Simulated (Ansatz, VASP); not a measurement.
# One calculation of RbMgH2, two programs

```
Rb Mg H
1.0
     4.73199    0.00000    0.00000
    -2.36600    4.09803    0.00000
     0.00000    0.00000    9.20199
Rb Mg H
1 1 2
Cartesian
  0.0000 0.0000 0.0000
  0.0000 0.0000 4.6010
  0.0000 2.7320 0.0000
  2.3660 1.3660 0.0000
```

Alike in both runs: functional PBE; k mesh 12 × 12 × 6; occupations gaussian, width 0.1 eV; no spin polarisation.

Ansatz relaxed the structure, and its values are those at the end. VASP's run is a single point on that final structure, the one shown.

|  | VASP | Ansatz |
| --- | --- | --- |
| version | VASP 6.6.1 | Ansatz 0.2.0 |
| potentials or method | VASP PAW PBE potentials, release 64 (Rb_sv, Mg, H), cutoff 520 eV | scalar-relativistic, plane waves, PAW |
| valence electrons in the cell | 13 | 21 |

```csv
,VASP,Ansatz,Ansatz less VASP
gap on the k mesh at the Fermi level (eV),none,none,-
pressure (GPa),0.0,0.0,+0.01
```

A gap of «none» marks a metal or a gap that the smearing closes. VASP's potentials hold 13 valence electrons a cell and Ansatz's 21, so a difference there can come from the potentials and not from the codes.
